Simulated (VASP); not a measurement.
# Cd (Pm-3m) in VASP: single point with PBE

Aim: the single point of Cd with PBE.

Program: VASP 6.6.1. These are calculated values, not measurements. Logs are shortened: lines on timing, memory, paths and dates and some standing lists are left out, and cuts for length are marked.

## (1) The cell of the first run

Symmetry: Pm-3m, No. 221, cubic system. Conventional cell: a = 2.995 Å, b = 2.995 Å, c = 2.995 Å, α = 90.00°, β = 90.00°, γ = 90.00°. Cd (site symmetry m-3m) has 6 Cd at 3.00 Å within 3.9 Å.

## (2) Single point, PBE

INCAR

```
PREC = Accurate
ENCUT = 520
EDIFF = 1E-6
ISMEAR = -1
SIGMA = 0.13605693000000002
LREAL = F
LASPH = T
NELM = 80
ALGO = Normal
ISIF = 2
LWAVE = F
LCHARG = F
GGA = PE
NBANDS = 12
```

KPOINTS

```
regular mesh
0
Gamma
  11 11 11
```

POSCAR

```
Cd
1.0
    2.9951774370      0.0000000000      0.0000000000
    0.0000000000      2.9951774370      0.0000000000
    0.0000000000      0.0000000000      2.9951774370
Cd
1
Direct
    0.0000000000      0.0000000000      0.0000000000
```

Potentials or basis: VASP PAW PBE potentials, release 64 (Cd).

Command:

```sh
$ cat potpaw_PBE.64/Cd/POTCAR > POTCAR
$ mpirun -np 1 vasp_std > vasp.out
```

OUTCAR:

```text
PREC = Accurate
   ENCUT = 520
   EDIFF = 1E-6
   ISMEAR = -1
   LREAL = F
   LASPH = T
   NELM = 80
   ISIF = 2
   GGA = PE

 ion  position               nearest neighbor table
   1  0.000  0.000  0.000-

  LATTYP: Found a simple cubic cell.
 ALAT       =     2.9951774370

  Lattice vectors:

 A1 = (   2.9951774370,   0.0000000000,   0.0000000000)
 A2 = (   0.0000000000,   2.9951774370,   0.0000000000)
 A3 = (   0.0000000000,   0.0000000000,   2.9951774370)

Analysis of symmetry for initial positions (statically):
=====================================================================
 Subroutine PRICEL returns:
 Original cell was already a primitive cell.

 Routine SETGRP: Setting up the symmetry group for a
 simple cubic supercell.

 Subroutine GETGRP returns: Found 48 space group operations
 (whereof 48 operations were pure point group operations)
 out of a pool of 48 trial point group operations.

The static configuration has the point symmetry O_h .

Analysis of symmetry for dynamics (positions and initial velocities):
=====================================================================
 Subroutine PRICEL returns:
 Original cell was already a primitive cell.

 Routine SETGRP: Setting up the symmetry group for a
 simple cubic supercell.

 Subroutine GETGRP returns: Found 48 space group operations
 (whereof 48 operations were pure point group operations)
 out of a pool of 48 trial point group operations.

The dynamic configuration has the point symmetry O_h .

 Subroutine INISYM returns: Found 48 space group operations
 (whereof 48 operations are pure point group operations),
 and found     1 'primitive' translations

----------------------------------------------------------------------------------------

                                     Primitive cell

  volume of cell :      26.8700

  direct lattice vectors                    reciprocal lattice vectors
     2.995177437  0.000000000  0.000000000     0.333870036  0.000000000  0.000000000
     0.000000000  2.995177437  0.000000000     0.000000000  0.333870036  0.000000000
     0.000000000  0.000000000  2.995177437     0.000000000  0.000000000  0.333870036

  length of vectors
     2.995177437  2.995177437  2.995177437     0.333870036  0.333870036  0.333870036

  position of ions in fractional coordinates (direct lattice)
     0.000000000  0.000000000  0.000000000

  ion indices of the primitive-cell ions
   primitive index   ion index
                 1           1

----------------------------------------------------------------------------------------
[... 80 lines left out ...]
   PSTRESS=    0.0 pullay stress
   NELECT =      12.0000    total number of electrons
   NUPDOWN=      -1.0000    fix difference up-down
   EMIN   =  10.00;   EMAX   =-10.00  energy-range for DOS
   EFERMI =   0.00;   METHOD = LEGACY
   ISMEAR =    -1;   SIGMA  =   0.14  broadening in eV -4-tet -1-fermi 0-gaus
   EFERMI_NEDOS =   21; number of points for ismear=-14 and -15
   IALGO  =     38    algorithm
   IMIX   =      4    mixing-type and parameters
     AMIX     =   0.40;   BMIX     =  1.00
     AMIX_MAG =   1.60;   BMIX_MAG =  1.00
  volume/ion in A,a.u.               =      26.87       181.33
  Fermi-wavevector in a.u.,A,eV,Ry     =   1.251352  2.364712 21.305102  1.565881
  Thomas-Fermi vector in A             =   2.385303
   LORBIT       =      0    0 simple, 1 ext, 2 COOP (PROOUT), +10 PAW based schemes
   GGA     = PE    functional components
   LHFCALC =     F    Hartree Fock is set to
   AEXX    =    0.0000 exact exchange contribution
   IVDW    =     0    specifies the selected vdW correction
   LEPSILON=     F    determine dielectric tensor
   LRPA    =     F    only Hartree local field effects (RPA)
 non-spin polarized calculation
  energy-cutoff  :      520.00
  volume of cell :       26.87
 maximum number of plane-waves:       739
 NGX is ok and might be reduce to    24
   NGX = 11   NGY = 11   NGZ = 11

 number of electron      12.0000011 magnetization

 Free energy of the ion-electron system (eV)
  ---------------------------------------------------
  ext. energy  EPLUGINS =         0.00000000
  ---------------------------------------------------
  free energy    TOTEN  =        -0.63821444 eV

  energy without entropy =       -0.61283158  energy(sigma->0) =       -0.62552301

 E-fermi :   1.4546     XC(G=0):  -9.8407

 val. band max:        1.4275406763   @ k =   0.4545   0.2727   0.0000
 cond. band min:       1.5522383108   @ k =   0.4545   0.4545   0.0000
 fundamental gap:      0.1246976346
 Fermi energy:         1.4546428246

 k-point     1 :       0.0000    0.0000    0.0000
  band No.  band energies     occupation
      1      -8.0204      2.00000
      2      -8.0204      2.00000
      3      -6.7171      2.00000
      4      -6.7171      2.00000
      5      -6.7171      2.00000
      6      -5.9781      2.00000
      7      11.1738      0.00000
      8      11.1738      0.00000
      9      11.1738      0.00000
     10      14.6314      0.00000
     11      14.6314      0.00000
     12      15.4046      0.00000
[... 331 lines left out ...]
 k-point    24 :       0.2727    0.0909    0.0909
  band No.  band energies     occupation
      1      -7.8589      2.00000
      2      -7.5461      2.00000
      3      -7.0078      2.00000
      4      -6.9769      2.00000
      5      -6.7607      2.00000
      6      -4.2248      2.00000
      7       4.7285      0.00000
      8      10.9941      0.00000
      9      11.1732      0.00000
     10      16.9183      0.00000
     11      17.4002      0.00000
     12      19.5025      0.00000

 [... further k-points ...]

------------------------ aborting loop because EDIFF is reached ----------------------------------------

  FORCE on cell =-STRESS in cart. coord.  units (eV):
  Direction    XX          YY          ZZ          XY          YZ          ZX
  --------------------------------------------------------------------------------------
  -------------------------------------------------------------------------------------
  Total        0.0317905      0.0317905      0.0317905      0.0000000      0.0000000      0.0000000
  in kB        1.8955746      1.8955746      1.8955746      0.0000000      0.0000000      0.0000000
  external PRESSURE =       1.8955746 kB  Pullay stress =       0.0000000 kB

 VOLUME and BASIS-vectors are now :
 -----------------------------------------------------------------------------
  energy-cutoff  :      520.00
  volume of cell :       26.87
      direct lattice vectors                 reciprocal lattice vectors
     2.995177437  0.000000000  0.000000000     0.333870036  0.000000000  0.000000000
     0.000000000  2.995177437  0.000000000     0.000000000  0.333870036  0.000000000
     0.000000000  0.000000000  2.995177437     0.000000000  0.000000000  0.333870036

 POSITION                                       TOTAL-FORCE (eV/Angst)
 -----------------------------------------------------------------------------------
      0.00000      0.00000      0.00000         0.000000      0.000000      0.000000
 -----------------------------------------------------------------------------------
    total drift:                                0.000000     -0.000000      0.000000

  FREE ENERGIE OF THE ION-ELECTRON SYSTEM (eV)
  ---------------------------------------------------
  free  energy   TOTEN  =        -0.6382144449 eV

  energy  without entropy=       -0.6128315842  energy(sigma->0) =       -0.62552301
```

It took 6.1 s on 1 thread of Intel Xeon 6975P-C (Granite Rapids), shared host; peak memory 0.14 GiB.

Results:

* Free energy: -0.6382 eV
* Pressure: 0.2 GPa
* Band gap on the k mesh: zero (band 6 reaches 4.86 eV, above the bottom of band 7 at 0.08 eV)
